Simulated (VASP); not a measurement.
Runs of VASP 6.6.1 on ZnS. The structure is that of space group P6_3mc (No. 186), or close to it. The cells are those of the table. 

```tsv
cell	gap on the mesh (eV)	pressure (GPa)	largest force (eV/Å)
a = 3.847, b = 3.818, c = 12.466 Å, angles 90.0, 90.0, 120.2°, 8 atoms	2.69	-0.7	0.08
a = 3.733, b = 3.790, c = 12.466 Å, angles 90.0, 90.0, 119.5°, 8 atoms	2.78	1.7	0.16
a = 3.885, b = 3.828, c = 12.466 Å, angles 90.0, 90.0, 120.5°, 8 atoms	(c)	-1.4	0.13
a = 3.694, b = 3.780, c = 12.466 Å, angles 90.0, 90.0, 119.3°, 8 atoms	2.79	(b)	0.25
a = 3.771, b = 3.799, c = 12.466 Å, angles 90.0, 90.0, 119.8°, 8 atoms	2.77	(a)	0.07
```

Alike in all rows: task single point; level r2SCAN; potentials or basis VASP PAW PBE potentials, release 64 (Zn, S); no spin polarisation; k mesh 6 × 6 × 2; cutoff (eV) 520; smearing gaussian 0.05 eV.

Task: Estimate the missing entries.

Result: (a) 0.8; (b) 2.7; (c) 2.64.

Caveats: the PAW data sets were made with another functional, which shifts forces and pressure a little.

